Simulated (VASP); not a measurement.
# Ni: single point with BLYP

The system is Ni.

```
Ni
1.0
     2.52809    0.00000    0.00000
    -1.26405    2.18939    0.00000
     0.00000    0.00000    8.28395
Ni
4
Direct
  0.00000 0.00000 0.00000
  0.00000 0.00000 0.50000
  0.33333 0.66667 0.25000
  0.66667 0.33333 0.75000
```

This isn't the form of Ni at room conditions, which is fcc.

```json
{
 "Program": "VASP 6.6.1",
 "Task": "single point",
 "Functional": "BLYP",
 "Potentials or basis": "VASP PAW PBE potentials, release 64 (Ni)",
 "Cutoff": "520 eV",
 "k mesh": "16 × 16 × 5",
 "Occupations": "fermi-dirac, width 0.05 eV",
 "Spin": "collinear spin, ferromagnetic start",
 "Starting moments": "[-0.667, -0.667, -0.676, -0.676] μB",
 "Dipole correction": "no",
 "Further INCAR settings": "ALGO = Normal; EDIFF = 1e-06; NBANDS = 32"
}
```

* Pressure: 0.0 GPa
* Net moment: -2.39 μB per cell
* Site moments: Ni -0.60, -0.62 (each value once) μB
* Valence electrons inside the program's atomic spheres: Ni 9.27

Stress tensor (GPa, compression positive):
```
-0.18  0.00  0.00
 0.00 -0.18  0.00
 0.00  0.00  0.40
```

Levels at points of the mesh, in eV from the Fermi level:
Spin up:
| k point | band 16 | band 17 | band 18 | band 19 | band 20 | band 21 |
| --- | --- | --- | --- | --- | --- | --- |
| (0.00, 0.00, 0.00) | -0.83 | -0.83 | -0.53 | -0.53 | -0.29 | -0.29 |
| (0.50, 0.00, 0.00) | 0.15 | 0.19 | 0.26 | 0.28 | 0.32 | 0.56 |
Spin down:
```tsv
k point	band 19	band 20	band 21	band 22	band 23	band 24
(0.00, 0.00, 0.00)	-1.13	-0.92	-0.92	-0.62	-0.62	0.00
(0.50, 0.00, 0.00)	-0.49	-0.47	0.47	1.51	2.27	2.81
```

It took 7.3 min on 1 thread of Oxide Virtual Turin-like Processor, with other jobs on the host, peak memory 0.27 GiB.

Caveat: the PAW data sets were made with another functional, which shifts forces and pressure a little.
